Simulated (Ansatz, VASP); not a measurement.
Two plane-wave programs on BN

```
B N
1.0
     0.00000    1.81233    1.81233
     1.81233    1.81233    0.00000
    -1.81233    3.62466   -1.81233
B N
2 2
Direct
  0.00000 0.00000 0.00000
  0.50000 0.50000 0.50000
  0.12500 0.12500 0.62500
  0.62500 0.62500 0.12500
```

Alike in both runs: task single point; functional PBE; k mesh 6 × 6 × 6; occupations gaussian, width 0.1 eV; no spin polarisation.

```csv
,VASP,Ansatz
version,VASP 6.6.1,Ansatz 0.2.0
potentials or method,"VASP PAW PBE potentials, release 64 (B, N), cutoff 600 eV","scalar-relativistic, plane waves, PAW"
valence electrons in the cell,16,16
```

Ansatz gave:

* gap on the k mesh at the Fermi level (eV): 4.46
* least direct gap on the mesh (eV): 6.39
* pressure (GPa): 0.0

Which values does VASP return?

gap on the k mesh at the Fermi level (eV): 4.45; least direct gap on the mesh (eV): 6.38; pressure (GPa): 0.0.

The k mesh is coarse, so the values compare programs but aren't converged.
